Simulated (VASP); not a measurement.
# HoHgF4 (F-43m) in VASP: notebook

HoHgF4 is run at these levels: PBE; tasks: single point, relaxation of cell and atoms.

Everything below comes from runs of VASP 6.6.1. Logs are shortened: lines on timing, memory, paths and dates and some standing lists are left out, and cuts for length are marked.

## Step 1: The cell of the first run

Symmetry: F-43m, No. 216, cubic system. The conventional cell has a = 6.849 Å, b = 6.849 Å, c = 6.849 Å, α = 90.00°, β = 90.00°, γ = 90.00°. Within 3.7 Å of Ho (site symmetry -43m) lie 12 F at 2.84 Å and 4 Hg at 2.97 Å. Within 3.7 Å of Hg (site symmetry -43m) lie 12 F at 2.84 Å and 4 Ho at 2.97 Å. Within 3.2 Å of F (site symmetry 3m) lie 6 F at 2.40 to 2.44 Å and 3 Ho at 2.84 Å and 3 Hg at 2.84 Å.

The cell was generated, and may not be a known phase.

## Step 2: Single point, PBE

INCAR reads:

```
SYSTEM = HoHgF4
  PREC = Accurate
  ENCUT = 600
  EDIFF = 1E-6
  ISMEAR = 0
  SIGMA = 0.1
  LREAL = .False.
  LASPH = .True.
  NELM = 200
  ALGO = Normal
  ISIF = 2
  LWAVE = .False.
  LCHARG = .True.
  GGA = PE
  LELF = .True.
  LVHAR = .True.
  NBANDS = 34
  GGA_COMPAT = .False.
  LMAXMIX = 6
```

KPOINTS reads:

```
Automatic mesh
0
Gamma
  4 4 4
  0 0 0
```

POSCAR reads:

```
HoHgF4
1.0
    0.0000000000      3.4246912033      3.4246912033
    3.4246912033      0.0000000000      3.4246912033
    3.4246912033      3.4246912033      0.0000000000
Ho Hg F
1 1 4
Direct
    0.2500000000      0.2500000000      0.2500000000
    0.5000000000      0.5000000000      0.5000000000
    0.8758805619      0.8758805619      0.3723583144
    0.3723583144      0.8758805619      0.8758805619
    0.8758805619      0.3723583144      0.8758805619
    0.8758805619      0.8758805619      0.8758805619
```

Potentials or basis: VASP PAW PBE potentials, release 64 (Ho_3, Hg, F), 4f in core.

Started as:

```console
cat potpaw_PBE.64/Ho_3/POTCAR potpaw_PBE.64/Hg/POTCAR potpaw_PBE.64/F/POTCAR > POTCAR
mpirun -np 1 vasp_std > vasp.out
```

OUTCAR:

```text
SYSTEM = HoHgF4
   PREC = Accurate
   ENCUT = 600
   EDIFF = 1E-6
   ISMEAR = 0
   LREAL = .False.
   LASPH = .True.
   NELM = 200
   ISIF = 2
   GGA = PE

 ion  position               nearest neighbor table
   1  0.250  0.250  0.250-   3 2.84   4 2.84   5 2.84   6 2.84   6 2.84   6 2.84   4 2.84   5 2.84
                             3 2.84   3 2.84   4 2.84   5 2.84   2 2.97   2 2.97   2 2.97   2 2.97
   2  0.500  0.500  0.500-   4 2.84   5 2.84   3 2.84   4 2.84   3 2.84   5 2.84   6 2.84   6 2.84
                             6 2.84   3 2.84   4 2.84   5 2.84   1 2.97   1 2.97   1 2.97   1 2.97
   3  0.876  0.876  0.372-   1 2.84   1 2.84   1 2.84   2 2.84   2 2.84   2 2.84
   4  0.372  0.876  0.876-   1 2.84   1 2.84   1 2.84   2 2.84   2 2.84   2 2.84
   5  0.876  0.372  0.876-   1 2.84   1 2.84   1 2.84   2 2.84   2 2.84   2 2.84
   6  0.876  0.876  0.876-   1 2.84   1 2.84   1 2.84   2 2.84   2 2.84   2 2.84

  LATTYP: Found a face centered cubic cell.
 ALAT       =     6.8493824066

  Lattice vectors:

 A1 = (   0.0000000000,   3.4246912033,   3.4246912033)
 A2 = (   3.4246912033,   0.0000000000,   3.4246912033)
 A3 = (   3.4246912033,   3.4246912033,   0.0000000000)

Analysis of symmetry for initial positions (statically):
=====================================================================
 Subroutine PRICEL returns:
 Original cell was already a primitive cell.

 Routine SETGRP: Setting up the symmetry group for a
 face centered cubic supercell.

 Subroutine GETGRP returns: Found 24 space group operations
 (whereof 24 operations were pure point group operations)
 out of a pool of 48 trial point group operations.

The static configuration has the point symmetry T_d .

Analysis of symmetry for dynamics (positions and initial velocities):
=====================================================================
 Subroutine PRICEL returns:
 Original cell was already a primitive cell.

 Routine SETGRP: Setting up the symmetry group for a
 face centered cubic supercell.

 Subroutine GETGRP returns: Found 24 space group operations
 (whereof 24 operations were pure point group operations)
 out of a pool of 48 trial point group operations.

The dynamic configuration has the point symmetry T_d .

 Subroutine INISYM returns: Found 24 space group operations
 (whereof 24 operations are pure point group operations),
 and found     1 'primitive' translations

----------------------------------------------------------------------------------------

                                     Primitive cell

  volume of cell :      80.3330

  direct lattice vectors                    reciprocal lattice vectors
     0.000000000  3.424691203  3.424691203    -0.145998565  0.145998565  0.145998565
     3.424691203  0.000000000  3.424691203     0.145998565 -0.145998565  0.145998565
     3.424691203  3.424691203  0.000000000     0.145998565  0.145998565 -0.145998565

  length of vectors
     4.843244747  4.843244747  4.843244747     0.252876932  0.252876932  0.252876932

  position of ions in fractional coordinates (direct lattice)
     0.250000000  0.250000000  0.250000000
     0.500000000  0.500000000  0.500000000
     0.875880562  0.875880562  0.372358314
     0.372358314  0.875880562  0.875880562
     0.875880562  0.372358314  0.875880562
     0.875880562  0.875880562  0.875880562

  ion indices of the primitive-cell ions
   primitive index   ion index
                 1           1
                 2           2
                 3           3
                 4           4
                 5           5
                 6           6

----------------------------------------------------------------------------------------

 KPOINTS: Automatic mesh

Automatic generation of k-mesh.
 Grid dimensions read from file:
 generate k-points for:    4    4    4

 Generating k-lattice:

  Cartesian coordinates                     Fractional coordinates (reciprocal lattice)
    -0.036499641  0.036499641  0.036499641     0.250000000  0.000000000  0.000000000
     0.036499641 -0.036499641  0.036499641     0.000000000  0.250000000  0.000000000
     0.036499641  0.036499641 -0.036499641     0.000000000  0.000000000  0.250000000

  Length of vectors
     0.063219233  0.063219233  0.063219233

  Shift w.r.t. Gamma in fractional coordinates (k-lattice)
     0.000000000  0.000000000  0.000000000

 Subroutine IBZKPT returns following result:
 ===========================================

 Found      8 irreducible k-points:

 Following reciprocal coordinates:
            Coordinates               Weight
  0.000000  0.000000  0.000000      1.000000
  0.250000  0.000000  0.000000      8.000000
  0.500000  0.000000  0.000000      4.000000
  0.250000  0.250000  0.000000      6.000000
  0.500000  0.250000  0.000000     24.000000
 -0.250000  0.250000  0.000000     12.000000
  0.500000  0.500000  0.000000      3.000000
 -0.250000  0.500000  0.250000      6.000000
   k-points           NKPTS =      8   k-points in BZ     NKDIM =      8   number of bands    NBANDS=     34
   number of dos      NEDOS =    301   number of ions     NIONS =      6
   total plane-waves  NPLWV =  64000
   dimension x,y,z NGX =    40 NGY =   40 NGZ =   40
   dimension x,y,z NGXF=    80 NGYF=   80 NGZF=   80
   ions per type =               1   1   4
   NGX,Y,Z   is equivalent  to a cutoff of  13.73, 13.73, 13.73 a.u.
   NGXF,Y,Z  is equivalent  to a cutoff of  27.46, 27.46, 27.46 a.u.
 SYSTEM =  HoHgF4
   PREC   = accura    normal or accurate (medium, high low for compatibility)
   ISTART =      0    job   : 0-new  1-cont  2-samecut
   ICHARG =      2    charge: 1-file 2-atom 10-const
   ISPIN  =      1    spin polarized calculation?
   LNONCOLLINEAR =      F non collinear calculations
   LSORBIT =      F    spin-orbit coupling
   LASPH  =      T    aspherical Exc in radial PAW
   ENCUT  =  600.0 eV  44.10 Ry    6.64 a.u.   9.67  9.67  9.67*2*pi/ulx,y,z
   NELM   =    200;   NELMIN=  2; NELMDL= -5     # of ELM steps
   EDIFF  = 0.1E-05   stopping-criterion for ELM
   LREAL  =      F    real-space projection
   EDIFFG = 0.1E-04   stopping-criterion for IOM
   NSW    =      0    number of steps for IOM
   IBRION =     -1    ionic relax: 0-MD 1-quasi-New 2-CG
   NFREE  =      0    steps in history (QN), initial steepest desc. (CG)
   ISIF   =      2    stress and relaxation
   ISYM   =      2    0-nonsym 1-usesym 2-fastsym
   POTIM  = 0.5000    time-step for ionic-motion
   TEBEG  =    0.0;   TEEND  =   0.0 temperature during run
   PSTRESS=    0.0 pullay stress
   NELECT =      49.0000    total number of electrons
   NUPDOWN=      -1.0000    fix difference up-down
   EMIN   =  10.00;   EMAX   =-10.00  energy-range for DOS
   EFERMI =   0.00;   METHOD = LEGACY
   ISMEAR =     0;   SIGMA  =   0.10  broadening in eV -4-tet -1-fermi 0-gaus
   EFERMI_NEDOS =   21; number of points for ismear=-14 and -15
   IALGO  =     38    algorithm
   IMIX   =      4    mixing-type and parameters
     AMIX     =   0.40;   BMIX     =  1.00
     AMIX_MAG =   1.60;   BMIX_MAG =  1.00
  volume/ion in A,a.u.               =      13.39        90.35
  Fermi-wavevector in a.u.,A,eV,Ry     =   1.388381  2.623660 26.226628  1.927603
  Thomas-Fermi vector in A             =   2.512513
   LORBIT       =      0    0 simple, 1 ext, 2 COOP (PROOUT), +10 PAW based schemes
   GGA     = PE    functional components
   LHFCALC =     F    Hartree Fock is set to
   AEXX    =    0.0000 exact exchange contribution
   IVDW    =     0    specifies the selected vdW correction
   LEPSILON=     F    determine dielectric tensor
   LRPA    =     F    only Hartree local field effects (RPA)
 non-spin polarized calculation
 Gauss-broadening in eV      SIGMA  =   0.10
  energy-cutoff  :      600.00
  volume of cell :       80.33
 maximum number of plane-waves:      2733
 NGX is ok and might be reduce to    40
   NGX = 19   NGY = 19   NGZ = 19

 number of electron      48.9999993 magnetization

 Free energy of the ion-electron system (eV)
  ---------------------------------------------------
  ext. energy  EPLUGINS =         0.00000000
  ---------------------------------------------------
  free energy    TOTEN  =       -21.64047451 eV

  energy without entropy =      -21.57763132  energy(sigma->0) =      -21.60905291

 E-fermi :   1.1856     XC(G=0): -10.9613

 val. band max:        1.1556929595   @ k =   0.5000   0.0000   0.0000
 cond. band min:       1.1880935450   @ k =   0.2500   0.0000   0.0000
 fundamental gap:      0.0324005855
 Fermi energy:         1.1856304397

 k-point     1 :       0.0000    0.0000    0.0000
  band No.  band energies     occupation
      1     -22.9474      2.00000
      2     -22.9474      2.00000
      3     -22.9474      2.00000
      4     -20.3011      2.00000
      5     -18.9901      2.00000
      6     -18.9901      2.00000
[... 26 lines left out ...]
     33      10.8891      0.00000
     34      11.1698      0.00000

 k-point     2 :       0.2500    0.0000    0.0000
  band No.  band energies     occupation
      1     -22.9873      2.00000
      2     -22.9485      2.00000
      3     -22.9485      2.00000
      4     -20.1280      2.00000
      5     -19.1351      2.00000
      6     -18.9952      2.00000
[... 26 lines left out ...]
     33      10.8018      0.00000
     34      12.7783      0.00000

 k-point     3 :       0.5000    0.0000    0.0000
  band No.  band energies     occupation
      1     -23.0242      2.00000
      2     -22.9496      2.00000
      3     -22.9496      2.00000
      4     -19.8847      2.00000
      5     -19.3544      2.00000
      6     -19.0003      2.00000
[... 26 lines left out ...]
     33      10.7708      0.00000
     34      12.1292      0.00000

 k-point     4 :       0.2500    0.2500    0.0000
  band No.  band energies     occupation
      1     -22.9835      2.00000
      2     -22.9561      2.00000
      3     -22.9561      2.00000
      4     -20.0757      2.00000
      5     -19.2044      2.00000
      6     -18.9839      2.00000
[... 26 lines left out ...]
     33      10.4388      0.00000
     34      14.0400      0.00000

 k-point     5 :       0.5000    0.2500    0.0000
  band No.  band energies     occupation
      1     -23.0082      2.00000
      2     -22.9669      2.00000
      3     -22.9572      2.00000
      4     -19.8225      2.00000
      5     -19.4264      2.00000
      6     -18.9973      2.00000
[... 26 lines left out ...]
     33      10.1852      0.00000
     34      13.2858      0.00000

 k-point     6 :      -0.2500    0.2500    0.0000
  band No.  band energies     occupation
      1     -23.0028      2.00000
      2     -22.9693      2.00000
      3     -22.9496      2.00000
      4     -19.9151      2.00000
      5     -19.3269      2.00000
      6     -19.0003      2.00000
[... 26 lines left out ...]
     33      10.4956      0.00000
     34      13.1436      0.00000

 k-point     7 :       0.5000    0.5000    0.0000
  band No.  band energies     occupation
      1     -23.0113      2.00000
      2     -22.9647      2.00000
      3     -22.9647      2.00000
      4     -19.6396      2.00000
      5     -19.6350      2.00000
      6     -18.9780      2.00000
[... 26 lines left out ...]
     33       9.5568      0.00000
     34      14.3549      0.00000

 k-point     8 :      -0.2500    0.5000    0.2500
  band No.  band energies     occupation
      1     -23.0008      2.00000
      2     -22.9749      2.00000
      3     -22.9670      2.00000
      4     -19.6385      2.00000
      5     -19.6034      2.00000
      6     -19.0091      2.00000
[... 26 lines left out ...]
     33       9.7224      0.00000
     34      13.0681      0.00000

------------------------ aborting loop because EDIFF is reached ----------------------------------------

  FORCE on cell =-STRESS in cart. coord.  units (eV):
  Direction    XX          YY          ZZ          XY          YZ          ZX
  --------------------------------------------------------------------------------------
  -------------------------------------------------------------------------------------
  Total       -0.2262215     -0.2262215     -0.2262215     -0.0000000      0.0000000     -0.0000000
  in kB       -4.5118045     -4.5118045     -4.5118045     -0.0000000      0.0000000     -0.0000000
  external PRESSURE =      -4.5118045 kB  Pullay stress =       0.0000000 kB

 VOLUME and BASIS-vectors are now :
 -----------------------------------------------------------------------------
  energy-cutoff  :      600.00
  volume of cell :       80.33
      direct lattice vectors                 reciprocal lattice vectors
     0.000000000  3.424691203  3.424691203    -0.145998565  0.145998565  0.145998565
     3.424691203  0.000000000  3.424691203     0.145998565 -0.145998565  0.145998565
     3.424691203  3.424691203  0.000000000     0.145998565  0.145998565 -0.145998565

 POSITION                                       TOTAL-FORCE (eV/Angst)
 -----------------------------------------------------------------------------------
      1.71235      1.71235      1.71235         0.000000     -0.000000     -0.000000
      3.42469      3.42469      3.42469         0.000000     -0.000000     -0.000000
      4.27483      4.27483      5.99924        -0.007408     -0.007408      0.007408
      5.99924      4.27483      4.27483         0.007408     -0.007408     -0.007408
      4.27483      5.99924      4.27483        -0.007408      0.007408     -0.007408
      5.99924      5.99924      5.99924         0.007408      0.007408      0.007408
 -----------------------------------------------------------------------------------
    total drift:                               -0.000002     -0.000002     -0.000001

  FREE ENERGIE OF THE ION-ELECTRON SYSTEM (eV)
  ---------------------------------------------------
  free  energy   TOTEN  =       -21.6404745087 eV

  energy  without entropy=      -21.5776313206  energy(sigma->0) =      -21.60905291
```

It took 31 s on 1 thread of Intel Xeon Platinum 8488C (Sapphire Rapids), shared host; peak memory 0.25 GiB.

What came out:

```yaml
Free_energy: -21.6405 eV
Pressure: -0.5 GPa
Largest_force: 0.013 eV/Å
Band_gap_on_the_k_mesh: zero (an odd number of electrons rules out a gap without spin polarisation)
```

Forces in eV/Å, atoms in the order of the input:
```
Ho   0.000  0.000  0.000
Hg   0.000  0.000  0.000
F   -0.007 -0.007  0.007
F    0.007 -0.007 -0.007
F   -0.007  0.007 -0.007
F    0.007  0.007  0.007
```

Caveat: the k points lie up to 0.40 Å⁻¹ apart, too coarse for converged energies and pressures of a metal; spin-orbit coupling is left out, which moves the levels of the heavy elements; the 4f electrons are frozen in the core, so they carry no moment and show no levels; an odd number of electrons without spin polarisation forces a metal; a magnetic or distorted state may lie lower; the run has no spin polarisation, though such a crystal can be magnetic. Spin polarisation is off, so any magnetic state and its effect on volume and gap are missing.

## Step 3: Single point, PBE

This run uses another cell than the first one, of 15.93 Å³/atom.

INCAR reads:

```
ALGO     = Normal         # electronic algorithm
EDIFF    = 1E-6           # SCF threshold, eV
ENCUT    = 600            # plane-wave cutoff, eV
GGA      = PE             # functional
GGA_COMPAT= False        
ISIF     = 2              # what is computed and relaxed
ISMEAR   = 0              # smearing method
LASPH    = True           # aspherical terms in the spheres
LCHARG   = True           # write CHGCAR
LELF     = True           # ELF
LMAXMIX  = 6              # l up to which the mixer works
LREAL    = False          # projectors in reciprocal space
LVHAR    = True         
LWAVE    = False          # write WAVECAR
NBANDS   = 34             # bands
NELM     = 200            # most SCF steps
PREC     = Accurate       # precision mode
SIGMA    = 0.1            # smearing width, eV
```

KPOINTS reads:

```
k-points
0
Gamma
  4 4 4
```

POSCAR reads:

```
HoHgF4
1.0
    0.0000000000      3.6287148600      3.6287148600
    3.6287148600      0.0000000000      3.6287148600
    3.6287148600      3.6287148600      0.0000000000
Ho Hg F
1 1 4
Direct
    0.2500000000      0.2500000000      0.2500000000
    0.5000000000      0.5000000000      0.5000000000
    0.8751941800      0.8751941800      0.3744174500
    0.3744174500      0.8751941800      0.8751941800
    0.8751941800      0.3744174500      0.8751941800
    0.8751941800      0.8751941800      0.8751941800
```

Potentials or basis: VASP PAW PBE potentials, release 64 (Ho_3, Hg, F), 4f in core.

Started as:

```console
cat potpaw_PBE.64/Ho_3/POTCAR potpaw_PBE.64/Hg/POTCAR potpaw_PBE.64/F/POTCAR > POTCAR
mpirun -np 1 vasp_std > vasp.out
```

It took 42 s on 1 thread of Intel Xeon Platinum 8488C (Sapphire Rapids), shared host; peak memory 0.26 GiB.

It converged, with:

```yaml
Free_energy: -21.0905 eV
Pressure: -10.0 GPa
Largest_force: 0.196 eV/Å
Band_gap_on_the_k_mesh: zero (an odd number of electrons rules out a gap without spin polarisation)
```

Forces on the atoms (eV/Å):
```
Ho   0.000  0.000  0.000
Hg   0.000  0.000  0.000
F   -0.113 -0.113  0.113
F    0.113 -0.113 -0.113
F   -0.113  0.113 -0.113
F    0.113  0.113  0.113
```

Levels at points of the mesh, in eV from the Fermi level:
| k point | band 21 | band 22 | band 23 | band 24 | band 25 | band 26 | band 27 | band 28 |
| --- | --- | --- | --- | --- | --- | --- | --- | --- |
| (0.00, 0.00, 0.00) | -0.69 | -0.69 | 0.04 | 0.04 | 0.04 | 3.12 | 3.12 | 3.12 |
| (0.50, 0.00, 0.00) | -1.22 | -0.68 | -0.36 | -0.02 | -0.02 | 3.39 | 3.39 | 3.50 |
| (0.50, 0.50, 0.00) | -1.38 | -1.32 | -0.11 | -0.11 | 0.13 | 2.91 | 3.41 | 3.41 |

Caveat: the k points lie up to 0.37 Å⁻¹ apart, too coarse for converged energies and pressures of a metal; spin-orbit coupling is left out, which moves the levels of the heavy elements; the 4f electrons are frozen in the core, so they carry no moment and show no levels; an odd number of electrons without spin polarisation forces a metal; a magnetic or distorted state may lie lower; the run has no spin polarisation, though such a crystal can be magnetic.

(Part 1 of 2 ends here.)

The gap in the log of VASP goes by the Fermi energy; the results here count the filled bands.